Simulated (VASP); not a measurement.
# BN in VASP: notebook, part 3 of 3

VASP 6.6.1.

## 6. Single point, r2SCAN

Input file POSCAR:

```
BN
1.0
    0.0424605750      3.5115656750      2.1923049000
    1.2678756750      0.0256329000      2.1754772250
    1.2778449000      3.5047072250      0.0356021250
B N
1 1
Direct
    0.0000500000      0.0000500000      0.9999500000
    0.6666666667      0.6666666667      0.3333333333
```

Input file INCAR.step1:

```
PREC = Accurate
ENCUT = 520
ISMEAR = -1
SIGMA = 0.05
LREAL = False
LASPH = True
NELM = 100
NBANDS = 11
GGA = PE
ALGO = Normal
EDIFF = 1E-4
LWAVE = True
LCHARG = False
```

Input file INCAR.step2:

```
PREC = Accurate
ENCUT = 520
EDIFF = 1E-7
ISMEAR = -1
SIGMA = 0.05
LREAL = False
LASPH = True
NELM = 100
ALGO = Normal
ISIF = 2
LWAVE = False
LCHARG = False
METAGGA = R2SCAN
LMIXTAU = True
NBANDS = 11
ISTART = 1
```

Input file KPOINTS:

```
regular mesh
0
Gamma
  10 10 10
```

Potentials or basis: VASP PAW PBE potentials, release 64 (B, N).

Command:

```bash
$ cat potpaw_PBE.64/B/POTCAR potpaw_PBE.64/N/POTCAR > POTCAR
$ cp INCAR.step1 INCAR
$ mpirun -np 1 vasp_std > vasp.out
$ cp INCAR.step2 INCAR
$ mpirun -np 1 vasp_std > vasp.out
```

OUTCAR:

```text
PREC = Accurate
   ENCUT = 520
   EDIFF = 1E-7
   ISMEAR = -1
   LREAL = False
   LASPH = True
   NELM = 100
   ISIF = 2
   METAGGA = R2SCAN
   ISTART = 1

 ion  position               nearest neighbor table
   1  0.000  0.000  1.000-   2 1.44   2 1.44   2 1.45
   2  0.667  0.667  0.333-   1 1.44   1 1.44   1 1.45

  LATTYP: Found a triclinic cell.
 ALAT       =     2.4854754733
 B/A-ratio  =     1.0072120330
 C/A-ratio  =     1.6433466879
 COS(alpha) =     0.0048995235
 COS(beta)  =     0.4534639401
 COS(gamma) =     0.4904852440

  Lattice vectors:

 A1 = (  -1.2353843250,   0.0068584500,   2.1567027750)
 A2 = (  -2.5032600000,  -0.0187744500,  -0.0187744500)
 A3 = (  -0.0099692250,  -3.4790743250,   2.1398751000)

Analysis of symmetry for initial positions (statically):
=====================================================================
 Subroutine PRICEL returns:
 Original cell was already a primitive cell.

 Routine SETGRP: Setting up the symmetry group for a
 triclinic supercell.

 Subroutine GETGRP returns: Found  1 space group operations
 (whereof  1 operations were pure point group operations)
 out of a pool of  2 trial point group operations.

The static configuration has the point symmetry C_1 .

Analysis of symmetry for dynamics (positions and initial velocities):
=====================================================================
 Subroutine PRICEL returns:
 Original cell was already a primitive cell.

 Routine SETGRP: Setting up the symmetry group for a
 triclinic supercell.

 Subroutine GETGRP returns: Found  1 space group operations
 (whereof  1 operations were pure point group operations)
 out of a pool of  2 trial point group operations.

The dynamic configuration has the point symmetry C_1 .

 Subroutine INISYM returns: Found  1 space group operations
 (whereof  1 operations are pure point group operations),
 and found     1 'primitive' translations

----------------------------------------------------------------------------------------

                                     Primitive cell

  volume of cell :      18.9494

  direct lattice vectors                    reciprocal lattice vectors
     0.042460575  3.511565675  2.192304900    -0.402307221  0.144319981  0.232765572
     1.267875675  0.025632900  2.175477225     0.398870152 -0.147757050  0.228947319
     1.277844900  3.504707225  0.035602125     0.400177230  0.141808807 -0.234895563

  length of vectors
     4.139939271  2.518107807  3.730566691     0.486681794  0.483059436  0.485208696

  position of ions in fractional coordinates (direct lattice)
     0.000050000  0.000050000  0.999950000
     0.666666667  0.666666667  0.333333333

  ion indices of the primitive-cell ions
   primitive index   ion index
                 1           1
                 2           2

----------------------------------------------------------------------------------------

 KPOINTS: regular mesh

Automatic generation of k-mesh.
 Grid dimensions read from file:
 generate k-points for:   10   10   10

 Generating k-lattice:

  Cartesian coordinates                     Fractional coordinates (reciprocal lattice)
    -0.040230722  0.014431998  0.023276557     0.100000000 -0.000000000 -0.000000000
     0.039887015 -0.014775705  0.022894732    -0.000000000  0.100000000 -0.000000000
     0.040017723  0.014180881 -0.023489556     0.000000000  0.000000000  0.100000000

  Length of vectors
     0.048668179  0.048305944  0.048520870

  Shift w.r.t. Gamma in fractional coordinates (k-lattice)
     0.000000000  0.000000000  0.000000000

 Subroutine IBZKPT returns following result:
 ===========================================

 Found    504 irreducible k-points:

 Following reciprocal coordinates:
            Coordinates               Weight
  0.000000  0.000000  0.000000      1.000000
  0.100000 -0.000000  0.000000      2.000000
  0.200000 -0.000000  0.000000      2.000000
  0.300000 -0.000000  0.000000      2.000000
  0.400000  0.000000  0.000000      2.000000
  0.500000 -0.000000  0.000000      1.000000
[... 16 lines left out ...]
 -0.400000  0.200000  0.000000      2.000000
 -0.300000  0.200000 -0.000000      2.000000
 [... further k-points ...]
   k-points           NKPTS =    504   k-points in BZ     NKDIM =    504   number of bands    NBANDS=     11
   number of dos      NEDOS =    301   number of ions     NIONS =      2
   total plane-waves  NPLWV =  17920
   dimension x,y,z NGX =    32 NGY =   20 NGZ =   28
   dimension x,y,z NGXF=    64 NGYF=   40 NGZF=   56
   ions per type =               1   1
   NGX,Y,Z   is equivalent  to a cutoff of  12.85, 13.20, 12.48 a.u.
   NGXF,Y,Z  is equivalent  to a cutoff of  25.70, 26.41, 24.96 a.u.
 SYSTEM =  unknown system
   PREC   = accura    normal or accurate (medium, high low for compatibility)
   ISTART =      1    job   : 0-new  1-cont  2-samecut
   ICHARG =      0    charge: 1-file 2-atom 10-const
   ISPIN  =      1    spin polarized calculation?
   LNONCOLLINEAR =      F non collinear calculations
   LSORBIT =      F    spin-orbit coupling
   LASPH  =      T    aspherical Exc in radial PAW
   ENCUT  =  520.0 eV  38.22 Ry    6.18 a.u.   7.70  4.68  6.94*2*pi/ulx,y,z
   NELM   =    100;   NELMIN=  2; NELMDL=  0     # of ELM steps
   EDIFF  = 0.1E-06   stopping-criterion for ELM
   LREAL  =      F    real-space projection
   EDIFFG = 0.1E-05   stopping-criterion for IOM
   NSW    =      0    number of steps for IOM
   IBRION =     -1    ionic relax: 0-MD 1-quasi-New 2-CG
   NFREE  =      0    steps in history (QN), initial steepest desc. (CG)
   ISIF   =      2    stress and relaxation
   ISYM   =      2    0-nonsym 1-usesym 2-fastsym
   POTIM  = 0.5000    time-step for ionic-motion
   TEBEG  =    0.0;   TEEND  =   0.0 temperature during run
   PSTRESS=    0.0 pullay stress
   NELECT =       8.0000    total number of electrons
   NUPDOWN=      -1.0000    fix difference up-down
   EMIN   =  10.00;   EMAX   =-10.00  energy-range for DOS
   EFERMI =   0.00;   METHOD = LEGACY
   ISMEAR =    -1;   SIGMA  =   0.05  broadening in eV -4-tet -1-fermi 0-gaus
   EFERMI_NEDOS =   21; number of points for ismear=-14 and -15
   IALGO  =     38    algorithm
   IMIX   =      4    mixing-type and parameters
     AMIX     =   0.40;   BMIX     =  1.00
     AMIX_MAG =   1.60;   BMIX_MAG =  1.00
  volume/ion in A,a.u.               =       9.47        63.94
  Fermi-wavevector in a.u.,A,eV,Ry     =   1.228116  2.320802 20.521239  1.508269
  Thomas-Fermi vector in A             =   2.363054
   LORBIT       =      0    0 simple, 1 ext, 2 COOP (PROOUT), +10 PAW based schemes
   METAGGA = R2SCAN    functional components
   LHFCALC =     F    Hartree Fock is set to
   AEXX    =    0.0000 exact exchange contribution
   IVDW    =     0    specifies the selected vdW correction
   LEPSILON=     F    determine dielectric tensor
   LRPA    =     F    only Hartree local field effects (RPA)
 non-spin polarized calculation
  energy-cutoff  :      520.00
  volume of cell :       18.95
 maximum number of plane-waves:       523
   NGX = 15   NGY =  9   NGZ = 13

 number of electron       8.0000000 magnetization

 Free energy of the ion-electron system (eV)
  ---------------------------------------------------
  ext. energy  EPLUGINS =         0.00000000
  ---------------------------------------------------
  free energy    TOTEN  =       -19.29045588 eV

  energy without entropy =      -19.29045588  energy(sigma->0) =      -19.29045588

 E-fermi :   2.7497     XC(G=0): -10.3966

 val. band max:        1.7076143262   @ k =  -0.4000  -0.3000   0.2000
 cond. band min:       6.0841248151   @ k =   0.0000   0.5000   0.5000
 fundamental gap:      4.3765104889
 Fermi energy:         2.7496523030

 k-point     1 :       0.0000    0.0000    0.0000
  band No.  band energies     occupation
      1     -17.1468      2.00000
      2      -2.8696      2.00000
      3       0.2452      2.00000
      4       0.3153      2.00000
      5       6.9065      0.00000
      6      13.8402      0.00000
      7      14.1633      0.00000
      8      15.9687      0.00000
      9      17.1060      0.00000
     10      28.8448      0.00000
     11      29.8881      0.00000
[... 309 lines left out ...]
 k-point    24 :      -0.3000    0.2000   -0.0000
  band No.  band energies     occupation
      1     -13.9546      2.00000
      2      -6.4519      2.00000
      3      -4.2796      2.00000
      4       0.4993      2.00000
      5       7.8821      0.00000
      6      13.8687      0.00000
      7      15.8821      0.00000
      8      17.9151      0.00000
      9      20.0324      0.00000
     10      23.0349      0.00000
     11      25.6151      0.00000

 [... further k-points ...]
[... 5 lines left out ...]
  --------------------------------------------------------------------------------------
  -------------------------------------------------------------------------------------
  Total        0.0068991     -0.0413671      0.0069688     -0.0167476     -0.0007433     -0.6571508
  in kB        0.5833225     -3.4975943      0.5892094     -1.4160071     -0.0628430    -55.5621598
  external PRESSURE =      -0.7750208 kB  Pullay stress =       0.0000000 kB

 VOLUME and BASIS-vectors are now :
 -----------------------------------------------------------------------------
  energy-cutoff  :      520.00
  volume of cell :       18.95
      direct lattice vectors                 reciprocal lattice vectors
     0.042460575  3.511565675  2.192304900    -0.402307221  0.144319981  0.232765572
     1.267875675  0.025632900  2.175477225     0.398870152 -0.147757050  0.228947319
     1.277844900  3.504707225  0.035602125     0.400177230  0.141808807 -0.234895563

 POSITION                                       TOTAL-FORCE (eV/Angst)
 -----------------------------------------------------------------------------------
      1.27785      3.50471      0.03582         0.178712     -0.000576      0.003891
      1.29951      3.52637      2.92372        -0.178712      0.000576     -0.003891
 -----------------------------------------------------------------------------------
    total drift:                                0.000004     -0.000088     -0.000014

  FREE ENERGIE OF THE ION-ELECTRON SYSTEM (eV)
  ---------------------------------------------------
  free  energy   TOTEN  =       -19.2904558796 eV

  energy  without entropy=      -19.2904558795  energy(sigma->0) =      -19.29045588
```

Run time: 2.9 min. Hardware: 1 thread of Intel Xeon 6975P-C (Granite Rapids), shared host; peak memory 0.22 GiB.

Results:

```
Free energy            : -19.2905 eV
Pressure               : -0.1 GPa
Largest force          : 0.179 eV/Å
Band gap on the k mesh : 4.38 eV, indirect (least direct gap 5.45 eV)
```

Forces in eV/Å, atoms in the order of the input:
```
B    0.179 -0.001  0.004
N   -0.179  0.001 -0.004
```

Stress tensor (GPa, compression positive):
```
 0.06 -0.14 -5.56
-0.14 -0.35 -0.01
-5.56 -0.01  0.06
```

Caveat: the PAW data sets were made with another functional, which shifts forces and pressure a little.

## 7. Overview

```tsv
cell	gap on the mesh (eV)	pressure (GPa)	largest force (eV/Å)
a = 4.112, b = 2.502, c = 3.713 Å, angles 80.3, 36.8, 62.9°, 2 atoms	4.41	-0.1	0.01
a = 4.058, b = 2.470, c = 3.678 Å, angles 82.8, 37.8, 64.9°, 2 atoms	4.34	0.1	0.35
a = 4.168, b = 2.535, c = 3.749 Å, angles 77.8, 35.9, 60.9°, 2 atoms	4.35	0.1	0.36
a = 4.085, b = 2.486, c = 3.695 Å, angles 81.6, 37.3, 63.9°, 2 atoms	4.37	-0.1	0.18
a = 4.140, b = 2.518, c = 3.731 Å, angles 79.0, 36.3, 61.9°, 2 atoms	4.38	-0.1	0.18
```

Alike in all rows: task single point; level r2SCAN; potentials or basis VASP PAW PBE potentials, release 64 (B, N); no spin polarisation; k mesh 10 × 10 × 10; cutoff (eV) 520; smearing fermi-dirac 0.05 eV.

Caveats: the PAW data sets were made with another functional, which shifts forces and pressure a little.

Total energies depend on the potentials used, so only differences within one code and one set of settings carry meaning.
